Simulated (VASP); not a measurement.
Sc, 2 atoms in the cell. It takes space group R-3m (No. 166, trigonal). The conventional cell has a = 4.439 Å, b = 4.439 Å, c = 10.872 Å, α = 90.00°, β = 90.00°, γ = 120.00°. Sc (site symmetry 3m) has 1 Sc at 2.07 Å within 2.7 Å.  This cell differs from its parent crystal: shortest bond scaled by 0.76.

- Program: VASP 6.6.1
- Task: electric field gradients
- Functional: LDA
- Potentials or basis: VASP PAW LDA potentials, release 64 (Sc_sv)
- Cutoff: 520 eV
- k mesh: 8 × 8 × 8
- Occupations: fermi-dirac, width 0.05 eV
- Spin: no spin polarisation
- Dipole correction: no
- Further INCAR settings: ALGO = Normal; EDIFF = 1e-08; NBANDS = 18

Potentials or basis: VASP PAW LDA potentials, release 64 (Sc_sv).

Launch:

```console
$ cat potpaw_LDA.64/Sc_sv/POTCAR > POTCAR
$ mpirun -np 1 vasp_std > vasp.out
```

Hardware: 1 thread of Intel Xeon 8259CL (shared host).

Estimate the wall time of this run.

Run time: 2.1 min on 1 thread of Intel Xeon 8259CL (shared host), peak memory 0.2 GiB. Counts: scf iterations 13, k points 65.
